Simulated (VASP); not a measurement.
The system is KBr.

```
Br K
1.0
     0.00000    3.24406    3.24406
     3.24406    0.00000    3.24406
     3.24406    3.24406    0.00000
Br K
1 1
Direct
  0.50000 0.50000 0.50000
  0.00000 0.00000 0.00000
```

| Item | Value |
| --- | --- |
| Program | VASP 6.6.1 |
| Task | relaxation of cell and atoms |
| Functional | LDA |
| Potentials or basis | VASP PAW LDA potentials, release 64 (Br, K_sv) |
| Cutoff | 390 eV |
| k mesh | 5 × 5 × 5 |
| Occupations | gaussian, width 0.03 eV |
| Spin | non-collinear spin, zero start, spin-orbit coupling |
| Starting moments | [[0.0, 0.0, 0.0], [0.0, 0.0, 0.0]] μB |

At the start: pressure -0.9 GPa; volume 34.14 Å³/atom.

Task: Where does the relaxation end?

Result: Over 4 steps the energy falls by 4.6 meV/atom and the volume is 32.48 Å³/atom (-4.8 %); space group Fm-3m (No. 225, to 0.1 Å) before and after; moment 0.00 μB per cell.

The path:
```csv
step,energy change (eV),largest force (eV/Å),pressure (GPa),volume (Å³)
1,0.0000,0.0000,-0.91,68.28
2,-0.0080,0.0000,-0.43,66.38
3,-0.0100,0.0000,-0.01,64.97
4,-0.0092,0.0000,-0.02,64.97
```

Final structure:
```xyz
2
Lattice="0.0000 3.1907 3.1907 3.1907 0.0000 3.1907 3.1907 3.1907 0.0000" Properties=species:S:1:pos:R:3 pbc="T T T"
Br    3.1907    3.1907    3.1907
K     0.0000    0.0000    0.0000
```

Where two steps share one volume, the run began anew on that cell with a basis built for it.
